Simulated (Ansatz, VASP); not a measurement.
Two plane-wave programs on Cr

```
CELL_PARAMETERS angstrom
-1.42392 1.42392 1.42392
1.42392 -1.42392 1.42392
1.42392 1.42392 -1.42392
ATOMIC_POSITIONS crystal
Cr 0.00000 0.00000 0.00000
```

Alike in both runs: task single point; functional PBE; k mesh 20 × 20 × 20; occupations gaussian, width 0.1 eV; no spin polarisation.

```csv
,VASP,Ansatz
version,VASP 6.6.1,Ansatz 0.2.0
potentials or method,"VASP PAW PBE potentials, release 64 (Cr_sv), cutoff 600 eV","scalar-relativistic, plane waves, PAW"
valence electrons in the cell,14,14
```

Ansatz gave:

| Property | Result |
| --- | --- |
| gap on the k mesh at the Fermi level (eV) | none |
| pressure (GPa) | 0.0 |

Question: Estimate VASP's values.

Answer: gap on the k mesh at the Fermi level (eV): none; pressure (GPa): -3.1.

A gap of «none» marks a metal or a gap that the smearing closes.
